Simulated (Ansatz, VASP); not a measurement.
## Two plane-wave programs on TiO2

The input INCAR:

```
ALGO = Normal
EDIFF = 1E-7
ENCUT = 520
GGA = PE
ISIF = 2
ISMEAR = 0
LASPH = T
LCHARG = T
LDAU = T
LDAUJ = 0 0
LDAUL = 2 -1
LDAUPRINT = 1
LDAUTYPE = 2
LDAUU = 4 0
LELF = T
LMAXMIX = 4
LREAL = F
LVHAR = T
LWAVE = F
NBANDS = 33
NELM = 150
PREC = Accurate
SIGMA = 0.05
```

KPOINTS

```
k-points
0
Gamma
  6 6 6
```

File POSCAR:

```
TiO2
1.0
    2.6252399294     -2.6253128814     -0.0195896425
    2.6252399294      2.6253128814     -0.0195896425
   -2.5896256811      0.0000000000      4.7752202290
Ti O
2 4
Direct
    0.1250069486      0.8749930514      0.2500000000
    0.8749930514      0.1250069486      0.7500000000
    0.3271550908      0.0771783661      0.6543199035
    0.6728449092      0.9228216339      0.3456800965
    0.9228216339      0.6728449092      0.8456800965
    0.0771783661      0.3271550908      0.1543199035
```

Input for Ansatz:

```yaml
crystal:
  lattice:
    - [2.6252399294, -2.6253128814, -0.0195896425]
    - [2.6252399294, 2.6253128814, -0.0195896425]
    - [-2.5896256811, 0.0, 4.775220229]
  atoms:
    - { symbol: Ti, position: [0.1250069486, 0.8749930514, 0.25] }
    - { symbol: Ti, position: [0.8749930514, 0.1250069486, 0.75] }
    - { symbol: O, position: [0.3271550908, 0.0771783661, 0.6543199035] }
    - { symbol: O, position: [0.6728449092, 0.9228216339, 0.3456800965] }
    - { symbol: O, position: [0.9228216339, 0.6728449092, 0.8456800965] }
    - { symbol: O, position: [0.0771783661, 0.3271550908, 0.1543199035] }
basis:
  ecutwfc: 520.0
kpoints:
  mp_grid: { grid: [6, 6, 6] }
hamiltonian:
  xc: pbe
  pseudopotentials: { kind: paw, azcp: { folder: soft_1 } }
  hubbard: { sites: [{ species: Ti, l: d, u_eff: 4.0 }] }
scf:
  occupations: { method: gaussian, width: 0.05 }
output:
  forces: true
  stress: true
  eigenvalues: true
```

Alike in both runs: task single point; functional PBE; k mesh 6 × 6 × 6; occupations gaussian, width 0.05 eV; no spin polarisation; Hubbard terms Ti d U = 4.0 eV.

|  | VASP | Ansatz |
| --- | --- | --- |
| version | VASP 6.6.1 | Ansatz 0.2.0 |
| potentials or method | VASP PAW PBE potentials, release 64 (Ti_sv, O), cutoff 520 eV | scalar-relativistic, plane waves, PAW |
| valence electrons in the cell | 48 | 48 |

Ansatz gave:

* gap on the k mesh at the Fermi level (eV): 2.96
* least direct gap on the mesh (eV): 3.19
* pressure (GPa): 22.1
* traceless stress, the component that is largest in VASP (GPa): 5.97
* rms of the force components (eV/Å): 0.525

Task: Estimate VASP's values.

Result: gap on the k mesh at the Fermi level (eV): 2.98; least direct gap on the mesh (eV): 3.23; pressure (GPa): 27.6; traceless stress, the component that is largest in VASP (GPa): 5.60; rms of the force components (eV/Å): 0.618.

The programs project onto different local orbitals, so the same U acts differently, and such runs can settle in different states. Atom by atom the forces differ by 0.093 eV/Å (rms over components).
